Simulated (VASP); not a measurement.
# KSi16 (a cell with a defect) in VASP: single point with PBE

Aim: the single point of KSi16 (a cell with a defect) with PBE.

Everything below comes from runs of VASP 6.6.1. Logs are shortened: lines on timing, memory, paths and dates and some standing lists are left out, and cuts for length are marked.

## (1) The cell of the first run

The cell holds a defect, 17 atoms: a = 7.736 Å, b = 7.736 Å, c = 7.736 Å, α = 60.00°, β = 60.00°, γ = 60.00°.

## (2) Single point, PBE

The input, INCAR:

```
  PREC = Accurate
  ENCUT = 520
  EDIFF = 1E-7
  ISMEAR = 0
  SIGMA = 0.02
  LREAL = Auto
  LASPH = True
  NELM = 100
  ALGO = Normal
  ISIF = 2
  LWAVE = False
  LCHARG = False
  GGA = PE
  NELECT = 72.0
  NBANDS = 50
```

The input, KPOINTS:

```
Automatic mesh
0
Gamma
  2 2 2
```

The input, POSCAR:

```
KSi16
1.0
    0.0000000000      5.4700937627     -5.4700937627
    5.4700937627      5.4700937627      0.0000000000
    5.4700937627      0.0000000000     -5.4700937627
Si K
16 1
Direct
    0.1413887099      0.1366480233      0.1406580094
    0.1071510883      0.6785462299      0.1064205707
    0.5805742347      0.1366489374      0.1406576438
    0.6234357486      0.6109317582      0.1414661309
    0.1413886185      0.1366479319      0.5798438085
    0.1421971969      0.6109310270      0.6227050482
    0.6453092311      0.0640736732      0.6445777994
    0.6234358400      0.6109318496      0.6227047740
    0.2515642436      0.7640682557      0.2508337260
    0.2296908526      0.3109263888      0.2289607006
    0.7328028867      0.7640690784      0.2508332690
    0.7336112824      0.2383519473      0.2936948743
    0.2515642436      0.7640680729      0.7320724605
    0.2944258490      0.2383509418      0.7328808561
    0.7678489953      0.6964536926      0.7671179292
    0.7336112824      0.2383521301      0.7328803991
   -0.0625000256      0.1875000767     -0.0632307260
```

Potentials or basis: VASP PAW PBE potentials, release 64 (Si, K_sv).

Run with:

```sh
cat potpaw_PBE.64/Si/POTCAR potpaw_PBE.64/K_sv/POTCAR > POTCAR
mpirun -np 1 vasp_std > vasp.out
```

OUTCAR:

```text
PREC = Accurate
   ENCUT = 520
   EDIFF = 1E-7
   ISMEAR = 0
   LREAL = Auto
   LASPH = True
   NELM = 100
   ISIF = 2
   GGA = PE
   NELECT = 72.0

 ion  position               nearest neighbor table
   1  0.141  0.137  0.141-  10 2.25   9 2.36  17 2.53  14 2.59  12 2.59
   2  0.107  0.679  0.106-  10 2.32  11 2.38  13 2.38   9 2.38  17 3.21
   3  0.581  0.137  0.141-  10 2.25  11 2.36  17 2.53  16 2.59  12 2.59
   4  0.623  0.611  0.141-   9 2.36  11 2.36  12 2.36  15 2.38
   5  0.141  0.137  0.580-  10 2.25  13 2.36  17 2.53  16 2.59  14 2.59
   6  0.142  0.611  0.623-   9 2.36  13 2.36  14 2.36  15 2.38
   7  0.645  0.064  0.645-  12 2.25  16 2.25  14 2.25  15 2.32
   8  0.623  0.611  0.623-  13 2.36  11 2.36  16 2.36  15 2.38
   9  0.252  0.764  0.251-   6 2.36   4 2.36   1 2.36   2 2.38
  10  0.230  0.311  0.229-   5 2.25   1 2.25   3 2.25   2 2.32
  11  0.733  0.764  0.251-   8 2.36   4 2.36   3 2.36   2 2.38
  12  0.734  0.238  0.294-   7 2.25   4 2.36  17 2.53   3 2.59   1 2.59
  13  0.252  0.764  0.732-   6 2.36   8 2.36   5 2.36   2 2.38
  14  0.294  0.238  0.733-   7 2.25   6 2.36  17 2.53   1 2.59   5 2.59
  15  0.768  0.696  0.767-   7 2.32   6 2.38   8 2.38   4 2.38  17 3.21
  16  0.734  0.238  0.733-   7 2.25   8 2.36  17 2.53   5 2.59   3 2.59
  17  0.937  0.188  0.937-   3 2.53  14 2.53   1 2.53   5 2.53  16 2.53  12 2.53  15 3.21   2 3.21

  LATTYP: Found a face centered cubic cell.
 ALAT       =    10.9401875254

  Lattice vectors:

 A1 = (   0.0000000000,   5.4700937627,  -5.4700937627)
 A2 = (   5.4700937627,   5.4700937627,   0.0000000000)
 A3 = (   5.4700937627,   0.0000000000,  -5.4700937627)

Analysis of symmetry for initial positions (statically):
=====================================================================
 Subroutine PRICEL returns:
 Original cell was already a primitive cell.

 Routine SETGRP: Setting up the symmetry group for a
 face centered cubic supercell.

 Subroutine GETGRP returns: Found 12 space group operations
 (whereof  1 operations were pure point group operations)
 out of a pool of 48 trial point group operations.

The static configuration has the point symmetry C_1 .
 The point group associated with its full space group is D_3d.

Analysis of symmetry for dynamics (positions and initial velocities):
=====================================================================
 Subroutine PRICEL returns:
 Original cell was already a primitive cell.

 Routine SETGRP: Setting up the symmetry group for a
 face centered cubic supercell.

 Subroutine GETGRP returns: Found 12 space group operations
 (whereof  1 operations were pure point group operations)
 out of a pool of 48 trial point group operations.

The dynamic configuration has the point symmetry C_1 .
 The point group associated with its full space group is D_3d.

 Subroutine INISYM returns: Found 12 space group operations
 (whereof  1 operations are pure point group operations),
 and found     1 'primitive' translations

----------------------------------------------------------------------------------------

                                     Primitive cell

  volume of cell :     327.3515

  direct lattice vectors                    reciprocal lattice vectors
     0.000000000  5.470093763 -5.470093763    -0.091406111  0.091406111 -0.091406111
     5.470093763  5.470093763  0.000000000     0.091406111  0.091406111  0.091406111
     5.470093763  0.000000000 -5.470093763     0.091406111 -0.091406111 -0.091406111

  length of vectors
     7.735880787  7.735880787  7.735880787     0.158320029  0.158320029  0.158320029

  position of ions in fractional coordinates (direct lattice)
     0.141388710  0.136648023  0.140658009
     0.107151088  0.678546230  0.106420571
     0.580574235  0.136648937  0.140657644
     0.623435749  0.610931758  0.141466131
     0.141388619  0.136647932  0.579843809
     0.142197197  0.610931027  0.622705048
[... 9 lines left out ...]
     0.733611282  0.238352130  0.732880399
     0.937499974  0.187500077  0.936769274

  ion indices of the primitive-cell ions
   primitive index   ion index
                 1           1
                 2           2
                 3           3
                 4           4
                 5           5
                 6           6
[... 9 lines left out ...]
                16          16
                17          17

----------------------------------------------------------------------------------------

 KPOINTS: Automatic mesh

Automatic generation of k-mesh.
 Grid dimensions read from file:
 generate k-points for:    2    2    2

 Generating k-lattice:

  Cartesian coordinates                     Fractional coordinates (reciprocal lattice)
    -0.045703056  0.045703056 -0.045703056     0.500000000  0.000000000  0.000000000
     0.045703056  0.045703056  0.045703056     0.000000000  0.500000000  0.000000000
     0.045703056 -0.045703056 -0.045703056     0.000000000  0.000000000  0.500000000

  Length of vectors
     0.079160015  0.079160015  0.079160015

  Shift w.r.t. Gamma in fractional coordinates (k-lattice)
     0.000000000  0.000000000  0.000000000

 Subroutine IBZKPT returns following result:
 ===========================================

 Found      4 irreducible k-points:

 Following reciprocal coordinates:
            Coordinates               Weight
  0.000000  0.000000  0.000000      1.000000
  0.500000  0.000000  0.000000      3.000000
  0.000000  0.500000  0.000000      1.000000
  0.500000  0.500000  0.000000      3.000000
   k-points           NKPTS =      4   k-points in BZ     NKDIM =      4   number of bands    NBANDS=     50
   number of dos      NEDOS =    301   number of ions     NIONS =     17
   total plane-waves  NPLWV = 216000
   dimension x,y,z NGX =    60 NGY =   60 NGZ =   60
   dimension x,y,z NGXF=   120 NGYF=  120 NGZF=  120
   ions per type =              16   1
   NGX,Y,Z   is equivalent  to a cutoff of  12.89, 12.89, 12.89 a.u.
   NGXF,Y,Z  is equivalent  to a cutoff of  25.79, 25.79, 25.79 a.u.
 SYSTEM =  unknown system
   PREC   = accura    normal or accurate (medium, high low for compatibility)
   ISTART =      0    job   : 0-new  1-cont  2-samecut
   ICHARG =      2    charge: 1-file 2-atom 10-const
   ISPIN  =      1    spin polarized calculation?
   LNONCOLLINEAR =      F non collinear calculations
   LSORBIT =      F    spin-orbit coupling
   LASPH  =      T    aspherical Exc in radial PAW
   ENCUT  =  520.0 eV  38.22 Ry    6.18 a.u.  14.38 14.38 14.38*2*pi/ulx,y,z
   NELM   =    100;   NELMIN=  2; NELMDL= -5     # of ELM steps
   EDIFF  = 0.1E-06   stopping-criterion for ELM
   LREAL  =      T    real-space projection
   EDIFFG = 0.1E-05   stopping-criterion for IOM
   NSW    =      0    number of steps for IOM
   IBRION =     -1    ionic relax: 0-MD 1-quasi-New 2-CG
   NFREE  =      0    steps in history (QN), initial steepest desc. (CG)
   ISIF   =      2    stress and relaxation
   ISYM   =      2    0-nonsym 1-usesym 2-fastsym
   POTIM  = 0.5000    time-step for ionic-motion
   TEBEG  =    0.0;   TEEND  =   0.0 temperature during run
   PSTRESS=    0.0 pullay stress
   NELECT =      72.0000    total number of electrons
   NUPDOWN=      -1.0000    fix difference up-down
   EMIN   =  10.00;   EMAX   =-10.00  energy-range for DOS
   EFERMI =   0.00;   METHOD = LEGACY
   ISMEAR =     0;   SIGMA  =   0.02  broadening in eV -4-tet -1-fermi 0-gaus
   EFERMI_NEDOS =   21; number of points for ismear=-14 and -15
   IALGO  =     38    algorithm
   IMIX   =      4    mixing-type and parameters
     AMIX     =   0.40;   BMIX     =  1.00
     AMIX_MAG =   1.60;   BMIX_MAG =  1.00
  volume/ion in A,a.u.               =      19.26       129.95
  Fermi-wavevector in a.u.,A,eV,Ry     =   0.988206  1.867439 13.286789  0.976551
  Thomas-Fermi vector in A             =   2.119716
   LORBIT       =      0    0 simple, 1 ext, 2 COOP (PROOUT), +10 PAW based schemes
   GGA     = PE    functional components
   LHFCALC =     F    Hartree Fock is set to
   AEXX    =    0.0000 exact exchange contribution
   IVDW    =     0    specifies the selected vdW correction
   LEPSILON=     F    determine dielectric tensor
   LRPA    =     F    only Hartree local field effects (RPA)
 non-spin polarized calculation
 Gauss-broadening in eV      SIGMA  =   0.02
  energy-cutoff  :      520.00
  volume of cell :      327.35
 maximum number of plane-waves:      8824
 NGX is ok and might be reduce to    60
   NGX = 29   NGY = 29   NGZ = 29

 number of electron      72.0000001 magnetization

 Free energy of the ion-electron system (eV)
  ---------------------------------------------------
  ext. energy  EPLUGINS =         0.00000000
  ---------------------------------------------------
  free energy    TOTEN  =       -86.51786987 eV

  energy without entropy =      -86.51775683  energy(sigma->0) =      -86.51781335

 E-fermi :   6.1866     XC(G=0):  -9.5508

 val. band max:        6.1451378093   @ k =   0.5000   0.0000   0.0000
 cond. band min:       6.2262370288   @ k =   0.0000   0.0000   0.0000
 fundamental gap:      0.0810992195
 Fermi energy:         6.1865965603

 k-point     1 :       0.0000    0.0000    0.0000
  band No.  band energies     occupation
      1     -24.0020      2.00000
      2      -8.4626      2.00000
      3      -8.4626      2.00000
      4      -7.6668      2.00000
      5      -5.8316      2.00000
      6      -3.9076      2.00000
[... 40 lines left out ...]
     47       8.6159      0.00000
     48       8.6527      0.00000

 k-point     2 :       0.5000    0.0000    0.0000
  band No.  band energies     occupation
      1     -24.0020      2.00000
      2      -8.4830      2.00000
      3      -8.4637      2.00000
      4      -7.6704      2.00000
      5      -5.0101      2.00000
      6      -4.9541      2.00000
[... 40 lines left out ...]
     47       9.1966      0.00000
     48       9.6589      0.00000

 k-point     3 :       0.0000    0.5000    0.0000
  band No.  band energies     occupation
      1     -24.0020      2.00000
      2      -8.4623      2.00000
      3      -8.4623      2.00000
      4      -7.6835      2.00000
      5      -5.0309      2.00000
      6      -5.0134      2.00000
[... 40 lines left out ...]
     47      10.1354      0.00000
     48      10.1358      0.00000

 k-point     4 :       0.5000    0.5000    0.0000
  band No.  band energies     occupation
      1     -24.0020      2.00000
      2      -8.4789      2.00000
      3      -8.4665      2.00000
      4      -7.6752      2.00000
      5      -4.7540      2.00000
      6      -4.7223      2.00000
[... 40 lines left out ...]
     47      10.0597      0.00000
     48      10.0956      0.00000
 [bands above 48 left out]

------------------------ aborting loop because EDIFF is reached ----------------------------------------

  FORCE on cell =-STRESS in cart. coord.  units (eV):
  Direction    XX          YY          ZZ          XY          YZ          ZX
  --------------------------------------------------------------------------------------
  -------------------------------------------------------------------------------------
  Total        6.5006217      6.5006217      6.5006217     -5.3490531     -5.3490531     -5.3490531
  in kB       31.8164094     31.8164094     31.8164094    -26.1802135    -26.1802135    -26.1802135
  external PRESSURE =      31.8164094 kB  Pullay stress =       0.0000000 kB

 VOLUME and BASIS-vectors are now :
 -----------------------------------------------------------------------------
  energy-cutoff  :      520.00
  volume of cell :      327.35
      direct lattice vectors                 reciprocal lattice vectors
     0.000000000  5.470093763 -5.470093763    -0.091406111  0.091406111 -0.091406111
     5.470093763  5.470093763  0.000000000     0.091406111  0.091406111  0.091406111
     5.470093763  0.000000000 -5.470093763     0.091406111 -0.091406111 -0.091406111

 POSITION                                       TOTAL-FORCE (eV/Angst)
 -----------------------------------------------------------------------------------
      1.51689      1.52089     -1.54282         0.012484      0.012484     -0.032265
      4.29384      4.29784     -1.16826        -0.006372     -0.006372     -0.006372
      1.51689      3.92328     -3.94521         0.012484     -0.032265      0.012484
      4.11569      6.75211     -4.18409         0.002704      0.000588      0.000588
      3.91928      1.52089     -3.94521        -0.032265      0.012484      0.012484
      6.74811      4.11968     -4.18409         0.000588      0.002704      0.000588
[... 9 lines left out ...]
      5.31273      5.31673     -8.02185        -0.012484     -0.012484      0.032265
      6.14986      6.15386    -10.25243        -0.000000     -0.000000      0.000000
 -----------------------------------------------------------------------------------
    total drift:                                0.000455      0.000148      0.000004

  FREE ENERGIE OF THE ION-ELECTRON SYSTEM (eV)
  ---------------------------------------------------
  free  energy   TOTEN  =       -86.5178698684 eV

  energy  without entropy=      -86.5177568257  energy(sigma->0) =      -86.51781335
```

It took 3.5 min on 1 thread of Intel Xeon Platinum 8488C (Sapphire Rapids), shared host; peak memory 0.46 GiB.

Results:

```yaml
Free_energy: -86.5179 eV
Largest_force: 0.037 eV/Å
```

Forces on the atoms (eV/Å):
```
Si   0.012  0.012 -0.032
Si  -0.006 -0.006 -0.006
Si   0.012 -0.032  0.012
Si   0.003  0.001  0.001
Si  -0.032  0.012  0.012
Si   0.001  0.003  0.001
Si   0.003  0.003  0.003
Si   0.001  0.001  0.003
Si  -0.001 -0.001 -0.003
Si  -0.003 -0.003 -0.003
Si  -0.001 -0.003 -0.001
Si   0.032 -0.012 -0.012
Si  -0.003 -0.001 -0.001
Si  -0.012  0.032 -0.012
Si   0.006  0.006  0.006
Si  -0.012 -0.012  0.032
K    0.000  0.000  0.000
```

Levels at points of the mesh, in eV from the Fermi level:
```
           k point  band 33  band 34  band 35  band 36  band 37  band 38  band 39  band 40
(0.00, 0.00, 0.00)    -0.70    -0.58    -0.44    -0.44     0.04     0.04     0.46     0.46
(0.50, 0.00, 0.00)    -1.13    -1.04    -0.99    -0.04     0.73     1.07     1.30     1.35
(0.00, 0.50, 0.00)    -1.07    -1.07    -0.94    -0.94     0.42     0.42     0.79     1.42
(0.50, 0.50, 0.00)    -1.77    -1.62    -1.44    -0.24     0.90     1.08     1.77     1.84
```

Caveat: the k points lie up to 0.50 Å⁻¹ apart; the cell carries a net charge on a neutralising background, which shifts energy and pressure; the cell is charged against a uniform background, so pressure and absolute levels hang on convention.
